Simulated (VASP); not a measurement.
A run of VASP 6.6.1 is set up as follows.

INCAR

```
ALGO = Normal
EDIFF = 1E-6
EDIFFG = -0.005
ENCUT = 600
GGA = PE
IBRION = 2
ISIF = 4
ISMEAR = -1
LASPH = True
LCHARG = False
LREAL = False
LWAVE = False
NELM = 100
NSW = 50
PREC = Accurate
SIGMA = 0.05
```

KPOINTS

```
k-points
0
Gamma
  15 15 15
```

File POSCAR:

```
P
1.0
    1.4261618344     -0.8233949190      2.5140929594
    0.0000000000      1.6467898380      2.5140929594
   -1.4261618344     -0.8233949190      2.5140929594
P
2
Direct
    0.2293462223      0.2293462223      0.2293462223
   -0.2293462223     -0.2293462223     -0.2293462223
```

Potentials or basis: VASP PAW PBE potentials, release 64 (P).

The run is started by

```console
$ cat potpaw_PBE.64/P/POTCAR > POTCAR
$ mpirun -np 1 vasp_std > vasp.out
```

Question: Estimate the band gap on the k mesh.

Answer: Zero (bands 5 and 6 overlap by 5.83 eV).

Final structure:
```
CELL_PARAMETERS angstrom
1.46309 -0.84472 2.38877
0.00000 1.68944 2.38877
-1.46309 -0.84472 2.38877
ATOMIC_POSITIONS crystal
P 0.25001 0.25001 0.25001
P 0.74999 0.74999 0.74999
```
